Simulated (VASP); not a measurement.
# H10CO6 in VASP: further runs, part 2 of 2

VASP 6.6.1.

## 5. Single point, PBE+D3(BJ)

INCAR

```
PREC     = Accurate       # precision mode
ENCUT    = 520            # plane-wave cutoff, eV
EDIFF    = 1E-6           # SCF threshold, eV
ISMEAR   = -1             # smearing method
SIGMA    = 0.02           # smearing width, eV
LREAL    = Auto         
LASPH    = T              # aspherical terms in the spheres
NELM     = 100            # most SCF steps
ALGO     = Normal         # electronic algorithm
ISIF     = 2              # what is computed and relaxed
LWAVE    = F              # write WAVECAR
LCHARG   = F              # write CHGCAR
GGA      = PE             # functional
IVDW     = 12             # dispersion correction
NBANDS   = 39             # bands
```

KPOINTS

```
Automatic mesh
0
Gamma
  1 1 1
```

POSCAR

```
H10CO6
1.0
    5.2704420000      0.0000000000      0.0000000000
    0.0000000000      5.2704420000      0.0000000000
    0.0000000000      0.0000000000      5.2704420000
O H C
6 10 1
Direct
    0.6510649391      0.1040899416      0.1223996014
    0.9444938394      0.3890186060      0.8065737181
    0.2006473081      0.1929439694      0.4164166876
    0.1479003089      0.8796036461     -0.0742632212
    0.4886117711      0.6576678009      0.6049397754
    0.8341994846      0.6207449015      0.3522095490
    0.4615172693      0.0938441216      0.1295527017
    0.6933574072      0.2469622092      0.2093752289
    0.7893076140      0.2990451275      0.8597191659
    1.0476920152      0.2881921478      0.6796014452
    0.2183498082      0.0034532208      0.4610808733
    0.1173525864      0.2113864454      0.2659928712
    0.0806004506      0.7170556094     -0.0499199118
    0.0223510666      0.9889872614     -0.0201311389
    0.4323925773      0.5121392096      0.5046256083
    0.7675637072      0.9236606721      0.5669543465
    0.7190099047      0.7277378254      0.5180590167
```

Potentials or basis: VASP PAW PBE potentials, release 64 (O, H, C).

The run is started by

```sh
> cat potpaw_PBE.64/O/POTCAR potpaw_PBE.64/H/POTCAR potpaw_PBE.64/C/POTCAR > POTCAR
> mpirun -np 1 vasp_gam > vasp.out
```

OUTCAR:

```text
PREC = Accurate
   ENCUT = 520
   EDIFF = 1E-6
   ISMEAR = -1
   LREAL = Auto
   LASPH = T
   NELM = 100
   ISIF = 2
   GGA = PE
   IVDW = 12
 IVDW          = 12

 ion  position               nearest neighbor table
   1  0.651  0.104  0.122-   8 0.91   7 1.00
   2  0.944  0.389  0.807-   9 0.99  10 1.01
   3  0.201  0.193  0.416-  12 0.91  11 1.03
   4  0.148  0.880  0.926-  14 0.92  13 0.94
   5  0.489  0.658  0.605-  15 0.98  17 1.35
   6  0.834  0.621  0.352-  17 1.20
   7  0.462  0.094  0.130-   1 1.00
   8  0.693  0.247  0.209-   1 0.91
   9  0.789  0.299  0.860-   2 0.99
  10  0.048  0.288  0.680-   2 1.01
  11  0.218  0.003  0.461-   3 1.03
  12  0.117  0.211  0.266-   3 0.91
  13  0.081  0.717  0.950-   4 0.94
  14  0.022  0.989  0.980-   4 0.92
  15  0.432  0.512  0.505-   5 0.98
  16  0.768  0.924  0.567-  17 1.09
  17  0.719  0.728  0.518-  16 1.09   6 1.20   5 1.35

  LATTYP: Found a simple cubic cell.
 ALAT       =     5.2704420000

  Lattice vectors:

 A1 = (   5.2704420000,   0.0000000000,   0.0000000000)
 A2 = (   0.0000000000,   5.2704420000,   0.0000000000)
 A3 = (   0.0000000000,   0.0000000000,   5.2704420000)

Analysis of symmetry for initial positions (statically):
=====================================================================
 Subroutine PRICEL returns:
 Original cell was already a primitive cell.

 Routine SETGRP: Setting up the symmetry group for a
 simple cubic supercell.

 Subroutine GETGRP returns: Found  1 space group operations
 (whereof  1 operations were pure point group operations)
 out of a pool of 48 trial point group operations.

The static configuration has the point symmetry C_1 .

Analysis of symmetry for dynamics (positions and initial velocities):
=====================================================================
 Subroutine PRICEL returns:
[... 137 lines left out ...]
  Fermi-wavevector in a.u.,A,eV,Ry     =   1.144330  2.162469 17.816696  1.309490
  Thomas-Fermi vector in A             =   2.281022
   LORBIT       =      0    0 simple, 1 ext, 2 COOP (PROOUT), +10 PAW based schemes
   GGA     = PE    functional components
   LHFCALC =     F    Hartree Fock is set to
   AEXX    =    0.0000 exact exchange contribution
   IVDW    =    12    specifies the selected vdW correction
   LEPSILON=     F    determine dielectric tensor
   LRPA    =     F    only Hartree local field effects (RPA)
 non-spin polarized calculation
  energy-cutoff  :      520.00
  volume of cell :      146.40
 maximum number of plane-waves:      1956
 NGX is ok and might be reduce to    40
   NGX = 19   NGY = 19   NGZ = 19

 number of electron      50.0000000 magnetization

 Free energy of the ion-electron system (eV)
  ---------------------------------------------------
  ext. energy  EPLUGINS =         0.00000000
  ---------------------------------------------------
  free energy    TOTEN  =       -87.28894833 eV

  energy without entropy =      -87.28894833  energy(sigma->0) =      -87.28894833

 E-fermi :  -1.7221     XC(G=0):  -7.8757

 val. band max:       -2.3144648426   @ k =   0.0000   0.0000   0.0000
 cond. band min:       2.7580321100   @ k =   0.0000   0.0000   0.0000
 fundamental gap:      5.0724969526
 Fermi energy:        -1.7221109303

 k-point     1 :       0.0000    0.0000    0.0000
  band No.  band energies     occupation
      1     -23.6849      2.00000
      2     -22.2278      2.00000
      3     -21.5554      2.00000
      4     -21.4245      2.00000
      5     -21.0237      2.00000
      6     -20.1229      2.00000
[... 29 lines left out ...]
     36       9.6655      0.00000
     37      10.0673      0.00000
 [bands above 37 left out]

------------------------ aborting loop because EDIFF is reached ----------------------------------------

 Edisp (eV)   -0.80885

 E8    (eV) :    -0.1753

  FORCE on cell =-STRESS in cart. coord.  units (eV):
  Direction    XX          YY          ZZ          XY          YZ          ZX
  --------------------------------------------------------------------------------------
  -------------------------------------------------------------------------------------
  Total       1.99820     4.18798     5.84627    -1.16856     3.13174     0.14037
  in kB      21.86794    45.83257    63.98059   -12.78848    34.27321     1.53623
  external pressure =       43.89 kB  Pullay stress =        0.00 kB

 VOLUME and BASIS-vectors are now :
 -----------------------------------------------------------------------------
  energy-cutoff  :      520.00
  volume of cell :      146.40
      direct lattice vectors                 reciprocal lattice vectors
     5.270442000  0.000000000  0.000000000     0.189737407  0.000000000  0.000000000
     0.000000000  5.270442000  0.000000000     0.000000000  0.189737407  0.000000000
     0.000000000  0.000000000  5.270442000     0.000000000  0.000000000  0.189737407

 POSITION                                       TOTAL-FORCE (eV/Angst)
 -----------------------------------------------------------------------------------
      3.43140      0.54860      0.64510        -1.979593     -3.208882     -2.268060
      4.97790      2.05030      4.25100         0.443407     -0.282811      0.143964
      1.05750      1.01690      2.19470         2.400321     -2.208192      4.137675
      0.77950      4.63590      4.87904         3.028788      0.606439     -0.911481
      2.57520      3.46620      3.18830         0.614063      0.580915      0.260952
      4.39660      3.27160      1.85630         0.783238     -1.123710     -0.971093
[... 9 lines left out ...]
      4.04540      4.86810      2.98810         0.128813      0.346746      0.902797
      3.78950      3.83550      2.73040        -1.429624      0.531536     -0.687805
 -----------------------------------------------------------------------------------
    total drift:                               -0.003903      0.008694     -0.004458

  FREE ENERGIE OF THE ION-ELECTRON SYSTEM (eV)
  ---------------------------------------------------
  free  energy   TOTEN  =       -88.0978008686 eV

  energy  without entropy=      -88.0978008686  energy(sigma->0) =      -88.09780087
```

OSZICAR:

```text
N       E                     dE             d eps       ncg     rms          rms(c)
DAV:   1     0.364667126261E+03    0.36467E+03   -0.30162E+04    78   0.124E+03
DAV:   2    -0.673276720143E+02   -0.43199E+03   -0.42025E+03   108   0.299E+02
DAV:   3    -0.954058328403E+02   -0.28078E+02   -0.27957E+02   100   0.802E+01
DAV:   4    -0.957211143914E+02   -0.31528E+00   -0.31514E+00    85   0.944E+00
DAV:   5    -0.957248079748E+02   -0.36936E-02   -0.36932E-02   108   0.101E+00    0.185E+01
DAV:   6    -0.876070205555E+02    0.81178E+01   -0.23608E+01   100   0.256E+01    0.734E+00
DAV:   7    -0.873771151169E+02    0.22991E+00   -0.10929E+00    92   0.563E+00    0.444E+00
DAV:   8    -0.872864950230E+02    0.90620E-01   -0.26138E-01   100   0.335E+00    0.744E-01
DAV:   9    -0.872868755438E+02   -0.38052E-03   -0.30130E-02    92   0.109E+00    0.303E-01
DAV:  10    -0.872885634242E+02   -0.16879E-02   -0.10418E-02   100   0.668E-01    0.140E-01
DAV:  11    -0.872886656648E+02   -0.10224E-03   -0.15050E-03    85   0.264E-01    0.686E-02
DAV:  12    -0.872889008662E+02   -0.23520E-03   -0.48497E-04    78   0.128E-01    0.329E-02
DAV:  13    -0.872889427521E+02   -0.41886E-04   -0.66201E-05    92   0.621E-02    0.965E-03
DAV:  14    -0.872889475047E+02   -0.47526E-05   -0.13461E-05   100   0.213E-02    0.524E-03
DAV:  15    -0.872889483288E+02   -0.82412E-06   -0.25328E-06    84   0.102E-02
   1 F= -.88097801E+02 E0= -.88097801E+02  d E =-.168056E-12
```

Run time: 16 s. Hardware: 1 thread of AMD EPYC 9R45 (Zen 5), shared host; peak memory 0.2 GiB.

What came out:

```yaml
Free_energy: -88.0978 eV
Pressure: 4.4 GPa
Largest_force: 5.269 eV/Å
Band_gap_on_the_k_mesh: 5.07 eV
Dispersion_energy_per_atom: -0.048 eV
```

Forces on the atoms (eV/Å):
```
O   -1.980 -3.209 -2.268
O    0.443 -0.283  0.144
O    2.400 -2.208  4.138
O    3.029  0.606 -0.911
O    0.614  0.581  0.261
O    0.783 -1.124 -0.971
H    1.227 -0.220 -0.245
H    0.921  3.651  2.268
H    0.466 -0.168 -0.231
H   -1.023  0.641  0.472
H   -0.213  1.827 -0.523
H   -2.044  0.353 -3.266
H   -0.738 -2.254  0.205
H   -2.372  1.681  0.779
H   -0.213 -0.752 -0.066
H    0.129  0.347  0.903
C   -1.430  0.532 -0.688
```

Stress tensor (GPa, compression positive):
```
 2.19 -1.28  0.15
-1.28  4.58  3.43
 0.15  3.43  6.40
```

Caveat: the k points lie up to 1.19 Å⁻¹ apart.
